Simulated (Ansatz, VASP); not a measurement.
## AlRu in VASP and in Ansatz

File INCAR:

```
SYSTEM = AlRu
ALGO = Normal
EDIFF = 1E-7
EDIFFG = -0.002
ENCUT = 500
GGA = CA
GGA_COMPAT = .FALSE.
IBRION = 2
ISIF = 3
ISMEAR = 0
LASPH = .TRUE.
LCHARG = .FALSE.
LREAL = .FALSE.
LWAVE = .FALSE.
NELM = 120
NELMIN = 4
NSW = 100
PREC = Accurate
SIGMA = 0.1
```

KPOINTS

```
k-points
0
G
  14 14 14
  0 0 0
```

POSCAR

```
AlRu
1.0
    2.9700000000      0.0000000000      0.0000000000
    0.0000000000      2.9700000000      0.0000000000
    0.0000000000      0.0000000000      2.9700000000
Ru Al
1 1
Direct
    0.0000000000      0.0000000000      0.0000000000
    0.5000000000      0.5000000000      0.5000000000
```

Input for Ansatz:

```yaml
crystal:
  lattice:
    - [2.97, 0.0, 0.0]
    - [0.0, 2.97, 0.0]
    - [0.0, 0.0, 2.97]
  atoms:
    - { symbol: Ru, position: [0.0, 0.0, 0.0] }
    - { symbol: Al, position: [0.5, 0.5, 0.5] }
basis:
  ecutwfc: 420
kpoints:
  mp_grid: { grid: [14, 14, 14] }
hamiltonian:
  xc: lda
  pseudopotentials: { kind: paw, azcp: { folder: soft_1 } }
scf:
  occupations: { method: gaussian, width: 0.1 }
output:
  forces: true
  stress: true
  eigenvalues: true
relax:
  adjacent_minimum: "off"
  f_tol: 0.002
  max_steps: 80
  cell: { stress_tol: 0.02 }
```

Alike in both runs: task relaxation of cell and atoms; functional LDA; k mesh 14 × 14 × 14; occupations gaussian, width 0.1 eV; no spin polarisation.

|  | VASP | Ansatz |
| --- | --- | --- |
| version | VASP 6.6.1 | Ansatz 0.2.0 |
| potentials or method | VASP PAW LDA potentials, release 64 (Ru_pv, Al), cutoff 500 eV | scalar-relativistic, plane waves, PAW |
| valence electrons in the cell | 17 | 19 |

```csv
,VASP,Ansatz,Ansatz less VASP
"gap on the k mesh at the Fermi level, each at its own relaxed structure (eV)",none,none,-
relaxed volume (Å³/atom),12.92,12.89,-0.035
relaxed cell length with the largest relative difference (Å),2.957,2.954,-0.0026
```

Ansatz warns that its potentials were made for another functional, while VASP's fit it. LDA's correlation is that of Perdew and Zunger in VASP and of Perdew and Wang (1992) in Ansatz. A gap of «none» marks a metal or a gap that the smearing closes. VASP's potentials hold 17 valence electrons a cell and Ansatz's 19, so a difference there can come from the potentials and not from the codes.
